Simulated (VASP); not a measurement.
Input of a VASP 6.6.1 run:

Contents of POSCAR:

```
MnZn
1.0
    2.7101306180      0.0000000000      0.0000000000
   -1.3550704389      2.3470445854      0.0000000000
    0.0000000000      0.0000000000      4.5153111855
Mn Zn
1 1
Direct
    0.6666666667      0.3333333333      0.5000000000
    0.3333333333      0.6666666667      0.0000000000
```

Contents of INCAR.step1:

```
PREC = Accurate
ENCUT = 520
ISMEAR = -1
SIGMA = 0.1
LREAL = F
LASPH = T
NELM = 150
ISPIN = 2
MAGMOM = 5.2 0
LMAXMIX = 4
NBANDS = 24
GGA = PE
ALGO = Normal
EDIFF = 1E-4
LWAVE = T
LCHARG = F
```

Contents of INCAR.step2:

```
PREC = Accurate
ENCUT = 520
EDIFF = 1E-6
ISMEAR = -1
SIGMA = 0.1
LREAL = F
LASPH = T
NELM = 150
ALGO = Normal
ISIF = 2
LWAVE = F
LCHARG = T
ISPIN = 2
MAGMOM = 5.2 0
LORBIT = 11
LMAXMIX = 4
METAGGA = R2SCAN
LMIXTAU = T
LELF = T
LVHAR = T
NBANDS = 24
ISTART = 1
```

KPOINTS

```
regular mesh
0
Gamma
  12 12 7
```

Potentials or basis: VASP PAW PBE potentials, release 64 (Mn_pv, Zn).

Launch:

```bash
$ cat potpaw_PBE.64/Mn_pv/POTCAR potpaw_PBE.64/Zn/POTCAR > POTCAR
$ cp INCAR.step1 INCAR
$ mpirun -np 1 vasp_std > vasp.out
$ cp INCAR.step2 INCAR
$ mpirun -np 1 vasp_std > vasp.out
```

Question: Estimate the pressure.

Answer: 1.3 GPa.

Question: Estimate the net moment.

Answer: 3.68 μB per cell.

Question: What does it give for the site moments?

Answer: Mn +3.68; Zn -0.07 μB.

Stress tensor (GPa, compression positive):
```
 4.45  0.00  0.00
 0.00  4.45  0.00
 0.00  0.00 -4.88
```

Caveat: the PAW data sets were made with another functional, which shifts forces and pressure a little.
